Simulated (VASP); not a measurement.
Ti, 1 atom in the cell. It takes space group I4/mmm (No. 139, tetragonal). Conventional cell: a = 3.233 Å, b = 3.233 Å, c = 3.184 Å, α = 90.00°, β = 90.00°, γ = 90.00°. Ti (site symmetry 4/mmm) has 14 Ti at 2.79 to 3.23 Å within 3.7 Å.  This cell differs from its parent crystal: strain -0.015 along x and y, -0.030 along z.

- Program: VASP 6.6.1
- Task: single point
- Functional: PBEsol
- Potentials or basis: VASP PAW PBE potentials, release 64 (Ti_sv)
- Cutoff: 520 eV
- k mesh: 20 × 20 × 20
- Occupations: gaussian, width 0.15 eV
- Spin: no spin polarisation
- Dipole correction: no
- Further INCAR settings: ALGO = Normal; EDIFF = 1e-06; NBANDS = 12

Potentials or basis: VASP PAW PBE potentials, release 64 (Ti_sv).

Run with:

```console
$ cat potpaw_PBE.64/Ti_sv/POTCAR > POTCAR
$ mpirun -np 1 vasp_std > vasp.out
```

Hardware: 1 thread of Intel(R) Xeon(R) Platinum 8559C (Emerald Rapids), with other jobs on the host.

Q: Estimate the wall time of this run.

A: Wall time 37 s on 1 thread of Intel(R) Xeon(R) Platinum 8559C (Emerald Rapids) (shared host), peak memory 0.23 GiB. Counts: scf iterations 12, k points 641.
